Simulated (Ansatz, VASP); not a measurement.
**Two plane-wave programs on Cu**

```
Cu
1.0
     2.52779    0.00000    0.00000
    -1.26389    2.18913    0.00000
     0.00000    0.00000    3.85558
Cu
2
Cartesian
  0.0000 1.4594 0.9639
  1.2639 0.7297 2.8917
```

Alike in both runs: task single point; functional PBE; k mesh 18 × 18 × 10; occupations gaussian, width 0.1 eV; no spin polarisation.

```csv
,VASP,Ansatz
version,VASP 6.6.1,Ansatz 0.2.0
potentials or method,"VASP PAW PBE potentials, release 64 (Cu), cutoff 520 eV","scalar-relativistic, plane waves, PAW"
valence electrons in the cell,22,38
```

|  | VASP | Ansatz | Ansatz less VASP |
| --- | --- | --- | --- |
| gap on the k mesh at the Fermi level (eV) | none | none | - |
| pressure (GPa) | 23.0 | 22.5 | -0.50 |
| traceless stress, the component that is largest in VASP (GPa) | 11.03 | 11.09 | +0.060 |

A gap of «none» marks a metal or a gap that the smearing closes. VASP's potentials hold 22 valence electrons a cell and Ansatz's 38, so a difference there can come from the potentials and not from the codes.
